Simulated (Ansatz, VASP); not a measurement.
## Two plane-wave programs on Li4SiN

File INCAR:

```
PREC = Accurate ; ENCUT = 600
EDIFF = 1E-6 ; ISMEAR = 0
SIGMA = 0.1 ; LREAL = False
LASPH = True ; NELM = 60
ALGO = Normal ; ISIF = 3
LWAVE = False ; LCHARG = False
GGA = PE ; IBRION = 2
NSW = 100 ; EDIFFG = -0.01
```

KPOINTS

```
Automatic mesh
0
Gamma
  12 12 8
```

POSCAR

```
Li4SiN
1.0
    4.4548031412      0.0000000000      0.0000000000
   -2.2274015706      3.8579726891      0.0000000000
    0.0000000000      0.0000000000      4.8771916545
Li Si N
4 1 1
Direct
    0.1722502558      0.8277497442      0.0000000000
    0.1722502558      0.3445005116      0.0000000000
    0.6554994884      0.8277497442      0.0000000000
    0.0000000000      0.0000000000      0.5000000000
    0.3333333333      0.6666666667      0.5000000000
    0.6666666667      0.3333333333      0.0000000000
```

Input for Ansatz:

```yaml
crystal:
  lattice:
    - [4.4548031412, 0.0, 0.0]
    - [-2.2274015706, 3.8579726891, 0.0]
    - [0.0, 0.0, 4.8771916545]
  atoms:
    - { symbol: Li, position: [0.1722502558, 0.8277497442, 0.0] }
    - { symbol: Li, position: [0.1722502558, 0.3445005116, 0.0] }
    - { symbol: Li, position: [0.6554994884, 0.8277497442, 0.0] }
    - { symbol: Li, position: [0.0, 0.0, 0.5] }
    - { symbol: Si, position: [0.3333333333, 0.6666666667, 0.5] }
    - { symbol: "N", position: [0.6666666667, 0.3333333333, 0.0] }
basis:
  ecutwfc: 420
kpoints:
  mp_grid: { grid: [12, 12, 8] }
hamiltonian:
  xc: pbe
scf:
  occupations: { method: gaussian, width: 0.1 }
output:
  forces: true
  stress: true
  eigenvalues: true
relax:
  adjacent_minimum: "off"
  f_tol: 0.01
  max_steps: 80
  cell: { stress_tol: 0.05 }
```

Alike in both runs: task relaxation of cell and atoms; functional PBE; k mesh 12 × 12 × 8; occupations gaussian, width 0.1 eV; no spin polarisation.

|  | VASP | Ansatz |
| --- | --- | --- |
| version | VASP 6.6.1 | Ansatz 0.2.0 |
| potentials or method | VASP PAW PBE potentials, release 64 (Li_sv, Si, N), cutoff 600 eV | scalar-relativistic, plane waves, PAW |
| valence electrons in the cell | 21 | 21 |

|  | VASP | Ansatz | Ansatz less VASP |
| --- | --- | --- | --- |
| gap on the k mesh at the Fermi level, each at its own relaxed structure (eV) | none | none | - |
| relaxed volume (Å³/atom) | 13.97 | 14.04 | +0.073 |
| relaxed length of the cell vector where the two differ most in proportion (Å) | 4.461 | 4.469 | +0.0082 |

A gap of «none» marks a metal or a gap that the smearing closes.

Noted on VASP's run: the cutoff is under 1.25 times that of the potentials, so the pressure is a little rough.
